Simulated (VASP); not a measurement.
Wanted: the native input for a VASP 6.6.1 run.

- Task: single point
- Functional: PBE
- Dispersion: D3(BJ)
- Potentials or basis: VASP PAW PBE potentials, release 64 (As_d)
- Cutoff: 600 eV
- k mesh: 15 × 15 × 15
- Occupations: gaussian, width 0.1 eV
- Spin: no spin polarisation
- Dipole correction: no
- Further INCAR settings: ALGO = Normal; EDIFF = 1e-06; NBANDS = 22

The structure of As lies in POSCAR:

```
As
1.0
    1.8914380025      1.0920222399      3.3713915096
   -1.8914380025      1.0920222399      3.3713915096
    0.0000000000     -2.1840444798      3.3713915096
As
2
Direct
    0.7697136435      0.7697136435      0.7697136435
    0.2302863565      0.2302863565      0.2302863565
```

One way to write it, as run:

INCAR

```
SYSTEM = As
  PREC = Accurate
  ENCUT = 600
  EDIFF = 1E-6
  ISMEAR = 0
  SIGMA = 0.1
  LREAL = .FALSE.
  LASPH = .TRUE.
  NELM = 120
  ALGO = Normal
  ISIF = 2
  LWAVE = .FALSE.
  LCHARG = .FALSE.
  GGA = PE
  IVDW = 12
  NBANDS = 22
  GGA_COMPAT = .FALSE.
```

KPOINTS

```
regular mesh
0
G
  15 15 15
  0 0 0
```

Potentials or basis: VASP PAW PBE potentials, release 64 (As_d).

Run with:

```bash
$ cat potpaw_PBE.64/As_d/POTCAR > POTCAR
$ mpirun -np 1 vasp_std > vasp.out
```

Results of the run:

The pressure is 0.1 GPa, the largest force is 0.015 eV/Å and the band gap on the k mesh is zero (bands 15 and 16 overlap by 0.14 eV). The dispersion energy per atom is -0.433 eV.

Wall time 2.5 min on 1 thread of AMD EPYC 9R45 96-Core Processor (Zen 5), with other jobs on the host, peak memory 0.38 GiB.
